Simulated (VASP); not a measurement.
# Ni2AgPt8Au9 (P1) in VASP: a series of runs

Runs on Ni2AgPt8Au9. Level: PBE. Tasks: single point.

Program: VASP 6.6.1. These are calculated values, not measurements. Logs are shortened: lines on timing, memory, paths and dates and some standing lists are left out, and cuts for length are marked.

### 1 The cell of the first run

The typed cell holds 20 atoms: a = 7.485 Å, b = 7.462 Å, c = 7.563 Å, α = 106.95°, β = 108.29°, γ = 112.82°.

### 2 Single point, PBE, collinear spin, ferromagnetic start

INCAR reads:

```
SYSTEM = Ni2AgPt8Au9
ALGO     = Fast           ! electronic algorithm
EDIFF    = 1E-7           ! SCF threshold, eV
ENCUT    = 520            ! plane-wave cutoff, eV
GGA      = PE             ! functional
ISIF     = 2              ! what is computed and relaxed
ISMEAR   = 0              ! smearing method
ISPIN    = 2              ! spin polarisation
ISYM     = 0            
LASPH    = .TRUE.         ! aspherical terms in the spheres
LCHARG   = .FALSE.        ! write CHGCAR
LMAXMIX  = 4              ! l up to which the mixer works
LORBIT   = 11             ! projections on sites
LREAL    = Auto         
LWAVE    = .FALSE.        ! write WAVECAR
MAGMOM   = 2 2 0 0 0 0 0 0 0 0 0 0 0 0 0 0 0 0 0 0 ! initial moments
NBANDS   = 125            ! bands
NELM     = 150            ! most SCF steps
PREC     = Accurate       ! precision mode
SIGMA    = 0.1            ! smearing width, eV
```

KPOINTS reads:

```
Automatic mesh
0
Gamma
  2 2 2
  0.5 0.5 0.5
```

POSCAR reads:

```
Ni2AgPt8Au9
1.0
   -5.8971817317      4.1452767751      2.0145199813
    5.8850806012      4.1239834863     -2.0082367954
   -1.9529606200     -4.1363172375     -6.0231791473
Ni Ag Pt Au
2 1 8 9
Direct
    0.6373016462      0.5426749523      0.6948974968
    0.2963347691      0.1064797308      0.4058562164
    0.7049953658      0.8935869760      0.6026058154
    0.1534468127      0.0474354210      0.6894924780
    0.2048297703      0.3946140435      0.5924090442
    0.2482383949      0.7434291816      0.4960575793
    0.3516650541      0.4413686106      0.3121410188
    1.0115095860      0.0025940817      1.0090050178
    0.8649297608      0.9613312611      0.3032916943
    0.4422934310      0.1497367361      0.0939615764
    0.9020952407      0.2982816099      0.1983820898
    0.0503090388      0.3441031562      0.8975741654
    0.0948284628      0.6991325553      0.7945229340
    0.5572875478      0.8505973085      0.8993064883
    0.5925937445      0.1982839885      0.7870149362
    0.4026332327      0.8119266013      0.2134513057
    0.7407211024      0.2546391460      0.4973741310
    0.7945949253      0.5982643222      0.3934850314
    0.4971149600      0.5046234200      0.9984763422
    0.9457295221      0.6498870863      0.0910339691
```

Potentials or basis: VASP PAW PBE potentials, release 64 (Ni, Ag, Pt, Au).

On the command line:

```bash
cat potpaw_PBE.64/Ni/POTCAR potpaw_PBE.64/Ag/POTCAR potpaw_PBE.64/Pt/POTCAR potpaw_PBE.64/Au/POTCAR > POTCAR
mpirun -np 1 vasp_std > vasp.out
```

OUTCAR:

```text
SYSTEM = Ni2AgPt8Au9
   EDIFF = 1E-7
   ENCUT = 520
   GGA = PE
   ISIF = 2
   ISMEAR = 0
   ISPIN = 2
   ISYM = 0
   LASPH = .TRUE.
   LORBIT = 11
   LREAL = Auto
   NELM = 150
   PREC = Accurate

 ion  position               nearest neighbor table
   1  0.637  0.543  0.695-   7 2.67   5 2.73  17 2.76  14 2.76  15 2.78  20 2.79   2 2.79   3 2.80
                            19 2.85  13 2.90  18 2.93   8 2.98
   2  0.296  0.106  0.406-   5 2.66   7 2.71  15 2.71   9 2.73   8 2.74   4 2.75   1 2.79  16 2.79
                            17 2.83   6 2.90  20 2.93  10 2.94
   3  0.705  0.894  0.603-  18 2.75   1 2.80  16 2.80   8 2.84  14 2.84  15 2.86   4 2.86  12 2.87
                             7 2.88   6 2.89   9 2.95  17 2.96
   4  0.153  0.047  0.689-   9 2.73   2 2.75  15 2.78   6 2.78  10 2.80   5 2.81  12 2.83  13 2.85
                             3 2.86  18 2.89  19 2.91   8 2.98
   5  0.205  0.395  0.592-   2 2.66   7 2.72   1 2.73   9 2.78  11 2.79  19 2.80   4 2.81   6 2.83
                            13 2.90  14 2.92  12 2.94  17 2.98
   6  0.248  0.743  0.496-   4 2.78   7 2.80  16 2.81  14 2.83   5 2.83  11 2.85  20 2.86  13 2.88
                            15 2.88  18 2.88   3 2.89   2 2.90
   7  0.352  0.441  0.312-   1 2.67   2 2.71   5 2.72  10 2.77   6 2.80   8 2.82  18 2.83  11 2.84
                             3 2.88  12 2.90  19 2.99  16 2.99
   8  0.012  0.003  0.009-   2 2.74  10 2.75  20 2.77  13 2.78  11 2.81   9 2.81   7 2.82   3 2.84
                            12 2.85  14 2.87   1 2.98   4 2.98
   9  0.865  0.961  0.303-   2 2.73   4 2.73   5 2.78  11 2.79  20 2.80   8 2.81  14 2.82  18 2.88
[... 9 lines left out ...]
  14  0.557  0.851  0.899-   1 2.76  19 2.81   9 2.82   6 2.83   3 2.84  11 2.86   8 2.87  10 2.87
                            15 2.90   5 2.92  13 2.93  16 2.99
  15  0.593  0.198  0.787-   2 2.71   1 2.78   4 2.78  17 2.81  19 2.85   3 2.86   6 2.88  11 2.90
                            20 2.90  12 2.90  14 2.90  10 2.93
  16  0.403  0.812  0.213-   2 2.79   3 2.80   6 2.81  17 2.81  20 2.86  10 2.86  19 2.86  13 2.90
                             9 2.96  12 2.98   7 2.99  14 2.99
  17  0.741  0.255  0.497-   1 2.76  10 2.81  16 2.81  15 2.81  18 2.82   2 2.83  13 2.86  12 2.86
                             9 2.89  11 2.92   3 2.96   5 2.98
  18  0.795  0.598  0.393-   3 2.75  19 2.79  13 2.81  17 2.82   7 2.83  11 2.84  10 2.88   9 2.88
                             6 2.88   4 2.89  20 2.91   1 2.93
  19  0.497  0.505  0.998-  18 2.79   5 2.80  14 2.81  12 2.82   1 2.85  15 2.85  10 2.86  20 2.86
                            16 2.86   4 2.91   9 2.94   7 2.99
  20  0.946  0.650  0.091-   8 2.77   1 2.79   9 2.80  12 2.85  13 2.85  16 2.86   6 2.86  19 2.86
                            15 2.90  11 2.90  18 2.91   2 2.93

IMPORTANT INFORMATION: All symmetrisations will be switched off!
NOSYMM: (Re-)initialisation of all symmetry stuff for point group C_1.

----------------------------------------------------------------------------------------

                                     Primitive cell

  volume of cell :     325.8505

  direct lattice vectors                    reciprocal lattice vectors
    -5.897181732  4.145276775  2.014519981    -0.101722108  0.120818924 -0.049987908
     5.885080601  4.123983486 -2.008236795     0.051051181  0.121080265 -0.099702719
    -1.952960620 -4.136317238 -6.023179147    -0.051043489  0.000038899 -0.149501609

  length of vectors
     7.484541581  7.461529904  7.563191292     0.165660469  0.164946312  0.157975221

  position of ions in fractional coordinates (direct lattice)
     0.637301646  0.542674952  0.694897497
     0.296334769  0.106479731  0.405856216
     0.704995366  0.893586976  0.602605815
     0.153446813  0.047435421  0.689492478
     0.204829770  0.394614043  0.592409044
     0.248238395  0.743429182  0.496057579
[... 12 lines left out ...]
     0.497114960  0.504623420  0.998476342
     0.945729522  0.649887086  0.091033969

  ion indices of the primitive-cell ions
   primitive index   ion index
                 1           1
                 2           2
                 3           3
                 4           4
                 5           5
                 6           6
[... 12 lines left out ...]
                19          19
                20          20

----------------------------------------------------------------------------------------

 KPOINTS: Automatic mesh

Automatic generation of k-mesh.
 Grid dimensions read from file:
 generate k-points for:    2    2    2

 Generating k-lattice:

  Cartesian coordinates                     Fractional coordinates (reciprocal lattice)
    -0.050861054  0.060409462 -0.024993954     0.500000000 -0.000000000  0.000000000
     0.025525591  0.060540133 -0.049851359    -0.000000000  0.500000000  0.000000000
    -0.025521745  0.000019449 -0.074750804     0.000000000  0.000000000  0.500000000

  Length of vectors
     0.082830234  0.082473156  0.078987610

  Shift w.r.t. Gamma in fractional coordinates (k-lattice)
     0.500000000  0.500000000  0.500000000

 Subroutine IBZKPT returns following result:
 ===========================================

 Found      4 irreducible k-points:

 Following reciprocal coordinates:
            Coordinates               Weight
  0.250000  0.250000  0.250000      2.000000
 -0.250000  0.250000  0.250000      2.000000
  0.250000 -0.250000  0.250000      2.000000
 -0.250000 -0.250000  0.250000      2.000000
   k-points           NKPTS =      4   k-points in BZ     NKDIM =      4   number of bands    NBANDS=    125
   number of dos      NEDOS =    301   number of ions     NIONS =     20
   total plane-waves  NPLWV = 175616
   dimension x,y,z NGX =    56 NGY =   56 NGZ =   56
   dimension x,y,z NGXF=   112 NGYF=  112 NGZF=  112
   ions per type =               2   1   8   9
   NGX,Y,Z   is equivalent  to a cutoff of  12.44, 12.48, 12.31 a.u.
   NGXF,Y,Z  is equivalent  to a cutoff of  24.88, 24.95, 24.62 a.u.
 SYSTEM =  Ni2AgPt8Au9
   PREC   = accura    normal or accurate (medium, high low for compatibility)
   ISTART =      0    job   : 0-new  1-cont  2-samecut
   ICHARG =      2    charge: 1-file 2-atom 10-const
   ISPIN  =      2    spin polarized calculation?
   LNONCOLLINEAR =      F non collinear calculations
   LSORBIT =      F    spin-orbit coupling
   LASPH  =      T    aspherical Exc in radial PAW
   ENCUT  =  520.0 eV  38.22 Ry    6.18 a.u.  13.92 13.87 14.06*2*pi/ulx,y,z
   NELM   =    150;   NELMIN=  2; NELMDL= -5     # of ELM steps
   EDIFF  = 0.1E-06   stopping-criterion for ELM
   LREAL  =      T    real-space projection
   EDIFFG = 0.1E-05   stopping-criterion for IOM
   NSW    =      0    number of steps for IOM
   IBRION =     -1    ionic relax: 0-MD 1-quasi-New 2-CG
   NFREE  =      0    steps in history (QN), initial steepest desc. (CG)
   ISIF   =      2    stress and relaxation
   ISYM   =      0    0-nonsym 1-usesym 2-fastsym
   POTIM  = 0.5000    time-step for ionic-motion
   TEBEG  =    0.0;   TEEND  =   0.0 temperature during run
   PSTRESS=    0.0 pullay stress
   NELECT =     210.0000    total number of electrons
   NUPDOWN=      -1.0000    fix difference up-down
   EMIN   =  10.00;   EMAX   =-10.00  energy-range for DOS
   EFERMI =   0.00;   METHOD = LEGACY
   ISMEAR =     0;   SIGMA  =   0.10  broadening in eV -4-tet -1-fermi 0-gaus
   EFERMI_NEDOS =   21; number of points for ismear=-14 and -15
   IALGO  =     68    algorithm
   IMIX   =      4    mixing-type and parameters
     AMIX     =   0.40;   BMIX     =  1.00
     AMIX_MAG =   1.60;   BMIX_MAG =  1.00
  volume/ion in A,a.u.               =      16.29       109.95
  Fermi-wavevector in a.u.,A,eV,Ry     =   1.414084  2.672231 27.206659  1.999633
  Thomas-Fermi vector in A             =   2.535663
   LORBIT       =     11    0 simple, 1 ext, 2 COOP (PROOUT), +10 PAW based schemes
   GGA     = PE    functional components
   LHFCALC =     F    Hartree Fock is set to
   AEXX    =    0.0000 exact exchange contribution
   IVDW    =     0    specifies the selected vdW correction
   LEPSILON=     F    determine dielectric tensor
   LRPA    =     F    only Hartree local field effects (RPA)
 spin polarized calculation
 RMM-DIIS sequential band-by-band and
 Gauss-broadening in eV      SIGMA  =   0.10
  energy-cutoff  :      520.00
  volume of cell :      325.85
 maximum number of plane-waves:      8788
   NGX = 27   NGY = 27   NGZ = 29

 number of electron     210.0000004 magnetization      -0.0057335

 number of electron     210.0000004 magnetization       0.9378110

 Free energy of the ion-electron system (eV)
  ---------------------------------------------------
  ext. energy  EPLUGINS =         0.00000000
  ---------------------------------------------------
  free energy    TOTEN  =       -90.67987550 eV

  energy without entropy =      -90.61210829  energy(sigma->0) =      -90.64599189

 E-fermi :   9.2153     XC(G=0): -12.7853

 val. band max:        9.2124917293   @ k =   0.2500  -0.2500   0.2500
 cond. band min:       9.2301771864   @ k =  -0.2500   0.2500   0.2500
 fundamental gap:      0.0176854571
 Fermi energy:         9.2153172834

 spin component 1

 k-point     1 :       0.2500    0.2500    0.2500
  band No.  band energies     occupation
      1       1.4940      1.00000
      2       1.5208      1.00000
      3       1.7469      1.00000
      4       1.8747      1.00000
      5       2.8836      1.00000
      6       2.9075      1.00000
[... 469 lines left out ...]
    116      13.1392      0.00000
    117      13.2402      0.00000
 Fermi energy:         9.2153172834

 spin component 2

 k-point     1 :       0.2500    0.2500    0.2500
  band No.  band energies     occupation
      1       1.4924      1.00000
      2       1.5193      1.00000
      3       1.7464      1.00000
      4       1.8743      1.00000
      5       2.8848      1.00000
      6       2.9100      1.00000
[... 469 lines left out ...]
    116      13.1604      0.00000
    117      13.2611      0.00000
 [bands above 117 left out]

------------------------ aborting loop because EDIFF is reached ----------------------------------------

  FORCE on cell =-STRESS in cart. coord.  units (eV):
  Direction    XX          YY          ZZ          XY          YZ          ZX
  --------------------------------------------------------------------------------------
  -------------------------------------------------------------------------------------
  Total       -0.7248965     -0.7515560     -0.6103124     -0.0289334      0.0636161      0.0040208
  in kB       -3.5642508     -3.6953332     -3.0008512     -0.1422631      0.3127944      0.0197699
  external PRESSURE =      -3.4201451 kB  Pullay stress =       0.0000000 kB

 VOLUME and BASIS-vectors are now :
 -----------------------------------------------------------------------------
  energy-cutoff  :      520.00
  volume of cell :      325.85
      direct lattice vectors                 reciprocal lattice vectors
    -5.897181732  4.145276775  2.014519981    -0.101722108  0.120818924 -0.049987908
     5.885080601  4.123983486 -2.008236795     0.051051181  0.121080265 -0.099702719
    -1.952960620 -4.136317238 -6.023179147    -0.051043489  0.000038899 -0.149501609

 POSITION                                       TOTAL-FORCE (eV/Angst)
 -----------------------------------------------------------------------------------
     -1.92171      2.00546     -3.99146         0.004207     -0.005454      0.012034
     -1.91352     -0.01124     -2.06141         0.006054      0.021350      0.006164
     -0.07552      4.11497     -4.00391        -0.001635     -0.016167      0.014260
     -1.97229     -2.02026     -3.93908        -0.003134      0.003722     -0.003016
     -0.04253      0.02607     -3.94803        -0.002423     -0.002688     -0.000673
      1.94245      2.04306     -3.98074        -0.002644     -0.010042      0.002409
[... 12 lines left out ...]
     -1.91181      0.01172     -6.02596         0.001227      0.005278      0.010578
     -1.93029      6.22389      0.05175         0.003116     -0.007246      0.002310
 -----------------------------------------------------------------------------------
    total drift:                                0.008686      0.001213      0.001992

  FREE ENERGIE OF THE ION-ELECTRON SYSTEM (eV)
  ---------------------------------------------------
  free  energy   TOTEN  =       -90.6798755027 eV

  energy  without entropy=      -90.6121082868  energy(sigma->0) =      -90.64599189

 total charge

# of ion       s       p       d       tot
------------------------------------------
    1        0.349   0.312   8.351   9.012
    2        0.364   0.341   8.329   9.034
    3        0.389   0.352   9.164   9.904
    4        0.601   0.493   8.067   9.161
    5        0.607   0.502   8.048   9.157
    6        0.587   0.466   8.090   9.143
[... 12 lines left out ...]
   19        0.549   0.388   8.731   9.668
   20        0.557   0.384   8.725   9.666
--------------------------------------------------
tot         10.853   8.273 168.988 188.114

 magnetization (x)

# of ion       s       p       d       tot
------------------------------------------
    1        0.001  -0.000   0.486   0.487
    2        0.000  -0.000   0.338   0.338
    3       -0.001  -0.001  -0.003  -0.005
    4       -0.000  -0.002   0.007   0.004
    5       -0.002  -0.002   0.048   0.045
    6       -0.000  -0.002   0.002   0.000
[... 12 lines left out ...]
   19       -0.001  -0.001  -0.001  -0.003
   20       -0.002  -0.002   0.011   0.007
--------------------------------------------------
tot         -0.019  -0.030   1.017   0.969
```

Wall time 35 min (1 thread of Oxide Virtual Turin-like, shared host); peak memory 0.67 GiB.

What came out:

```
Free energy                                           : -90.6799 eV
Pressure                                              : -0.3 GPa
Largest force                                         : 0.023 eV/Å
Net moment                                            : 0.94 μB per cell
Site moments                                          : Ni +0.49, +0.34; Ag -0.01; Pt +0.00, +0.04, +0.06, +0.03, +0.02, -0.00 (each value once); Au -0.00, +0.00, -0.01, +0.01 (each value once) μB
Valence electrons inside the program's atomic spheres : Ni 9.01, 9.03; Ag 9.90; Pt 9.16, 9.14, 9.15, 9.13 (each value once); Au 9.65, 9.66, 9.67, 9.68 (each value once)
```

Forces on the atoms (eV/Å):
```
Ni   0.004 -0.005  0.012
Ni   0.006  0.021  0.006
Ag  -0.002 -0.016  0.014
Pt  -0.003  0.004 -0.003
Pt  -0.002 -0.003 -0.001
Pt  -0.003 -0.010  0.002
Pt  -0.002 -0.003  0.002
Pt   0.005  0.011 -0.006
Pt  -0.008  0.003 -0.010
Pt   0.007 -0.013 -0.007
Pt  -0.006  0.008 -0.006
Au   0.000 -0.001 -0.006
Au  -0.001  0.006  0.005
Au  -0.001 -0.008  0.001
Au  -0.002 -0.003 -0.018
Au   0.002  0.009 -0.005
Au   0.007  0.004  0.004
Au  -0.006 -0.003  0.001
Au   0.001  0.005  0.011
Au   0.003 -0.007  0.002
```

Caveat: the k points lie up to 0.52 Å⁻¹ apart; spin-orbit coupling is left out, which moves the levels of the heavy elements.

### 3 Single point, PBE, collinear spin, ferromagnetic start

INCAR reads:

```
SYSTEM = Ni2AgPt8Au9
PREC = Accurate
ENCUT = 520
EDIFF = 1E-6
ISMEAR = 0
SIGMA = 0.1
LREAL = Auto
LASPH = .True.
NELM = 150
ALGO = Normal
ISIF = 2
LWAVE = .False.
LCHARG = .False.
ISPIN = 2
MAGMOM = 2 2 0 0 0 0 0 0 0 0 0 0 0 0 0 0 0 0 0 0
LORBIT = 11
LMAXMIX = 4
GGA = PE
NBANDS = 125
ISYM = 0
```

KPOINTS is that of step 2.

POSCAR reads:

```
Ni2AgPt8Au9
1.0
   -5.9581566689      4.1148199984      2.0210017713
    5.9572301713      4.0890945762     -1.9723304198
   -1.9867102319     -4.1382291766     -6.0181609845
Ni Ag Pt Au
2 1 8 9
Direct
    0.3530340211      0.4526844928      0.2945343283
    0.9400227959      0.6441633688      0.1018214639
    0.0000176450      1.0013253174      0.0033764095
    0.0972833209      0.7021849043      0.8043386919
    0.1505082648      0.0502030765      0.7063462264
    0.6983992502      0.8973310054      0.5927760977
    0.7508883336      0.2458010858      0.4940645071
    0.8528480806      0.9431143524      0.3017548405
    0.4453815267      0.1548152201      0.0993700828
    0.5047334443      0.4992496085      0.0066756674
    0.9041339532      0.3025009008      0.2051284757
    0.0496134351      0.3557168258      0.9102726947
    0.5523758057      0.8519891604      0.9037181449
    0.2006839568      0.3966859742      0.5992351960
    0.2486769296      0.7412993147      0.4903938275
    0.6028615396      0.2038706917      0.8032057973
    0.6519202352      0.5510145386      0.6996977157
    0.2954752497      0.0966832283      0.3920891503
    0.3952224976      0.7958807693      0.1971454298
    0.7981446002      0.5982105591      0.3988633224
```

Potentials or basis: VASP PAW PBE potentials, release 64 (Ni, Ag, Pt, Au).

On the command line:

```bash
cat potpaw_PBE.64/Ni/POTCAR potpaw_PBE.64/Ag/POTCAR potpaw_PBE.64/Pt/POTCAR potpaw_PBE.64/Au/POTCAR > POTCAR
mpirun -np 1 vasp_std > vasp.out
```

Wall time 22 min (1 thread of Oxide Virtual Turin-like, shared host); peak memory 0.67 GiB.

Results (log left out):

- Free energy: -90.3382 eV
- Pressure: -0.2 GPa
- Largest force: 0.028 eV/Å
- Net moment: 0.97 μB per cell
- Site moments: Ni +0.42, +0.41; Ag -0.00; Pt +0.01, -0.01, -0.00, +0.02, +0.05 (each value once); Au +0.01, -0.00, +0.00 (each value once) μB
- Valence electrons inside the program's atomic spheres: Ni 9.00; Ag 9.92; Pt 9.13, 9.14, 9.15 (each value once); Au 9.67, 9.66, 9.68 (each value once)

Forces on the atoms (eV/Å):
```
Ni  -0.014 -0.008 -0.002
Ni  -0.015  0.008  0.000
Ag   0.004 -0.006  0.005
Pt   0.013  0.007  0.007
Pt   0.000  0.006  0.016
Pt  -0.012  0.005 -0.024
Pt  -0.003 -0.002 -0.013
Pt   0.016  0.021  0.008
Pt  -0.007 -0.011 -0.011
Pt   0.020 -0.001  0.019
Pt   0.006 -0.021  0.007
Au  -0.004 -0.002 -0.001
Au  -0.008  0.002  0.007
Au   0.007  0.010 -0.010
Au   0.002  0.004  0.008
Au  -0.005  0.000  0.006
Au   0.000 -0.005  0.005
Au   0.007 -0.005 -0.005
Au   0.000 -0.005 -0.007
Au  -0.006  0.002 -0.017
```

Stress tensor (GPa, compression positive):
```
-0.25  0.03  0.12
 0.03 -0.19  0.01
 0.12  0.01 -0.15
```

Levels at points of the mesh, in eV from the Fermi level:
Spin up:
| k point | band 104 | band 105 | band 106 | band 107 | band 108 | band 109 |
| --- | --- | --- | --- | --- | --- | --- |
| (0.25, 0.25, 0.25) | -0.33 | 0.63 | 0.68 | 0.75 | 0.78 | 0.87 |
Spin down:
| k point | band 101 | band 102 | band 103 | band 104 | band 105 | band 106 | band 107 | band 108 |
| --- | --- | --- | --- | --- | --- | --- | --- | --- |
| (0.25, 0.25, 0.25) | -0.30 | -0.26 | -0.18 | -0.09 | 0.70 | 0.72 | 0.83 | 0.87 |

Caveat: the k points lie up to 0.52 Å⁻¹ apart; spin-orbit coupling is left out, which moves the levels of the heavy elements.
